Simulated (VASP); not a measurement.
The system is PtS2.

```
Pt S
1.0
     3.99302    0.00000    0.00000
    -1.99651    3.45806    0.00000
     0.00000    0.00000    6.04623
Pt S
1 2
Direct
  0.00000 0.00000 0.00000
  0.33333 0.66667 0.18895
  0.66667 0.33333 0.81105
```

This cell differs from its parent crystal: volume 27.829 Å^3 an atom, c/a of the conventional cell 1.5142.

| Item | Value |
| --- | --- |
| Program | VASP 6.6.1 |
| Task | relaxation of the atoms |
| Functional | PBE |
| Potentials or basis | VASP PAW PBE potentials, release 64 (Pt, S) |
| Cutoff | 520 eV |
| k mesh | 12 × 12 × 6 |
| Occupations | gaussian, width 0.05 eV |
| Spin | no spin polarisation |

At the start: pressure -13.4 GPa; volume 27.83 Å³/atom.

Question: How do energy, volume and symmetry change on relaxing?

Answer: Over 4 steps the energy falls by 49.9 meV/atom; space group P-3m1 (No. 164, to 0.05 Å).

Step by step:
```tsv
step	energy change (eV)	largest force (eV/Å)	pressure (GPa)
1	0.0000	1.0324	-13.37
2	-0.0854	0.6799	-12.10
3	-0.1497	0.0108	-9.31
4	-0.1497	0.0097	-9.42
```

Final structure:
```
Pt S
1.0
     3.99302    0.00000    0.00000
    -1.99651    3.45806    0.00000
     0.00000    0.00000    6.04623
Pt S
1 2
Direct
  0.00000 0.00000 0.00000
  0.33333 0.66667 0.16531
  0.66667 0.33333 0.83469
```

Caveat: the cell differs from its parent crystal (volume 27.829 Å^3 an atom, c/a of the conventional cell 1.5142); this functional lacks dispersion, which binds the layers, so the pressure and a relaxed spacing across them are unreliable.
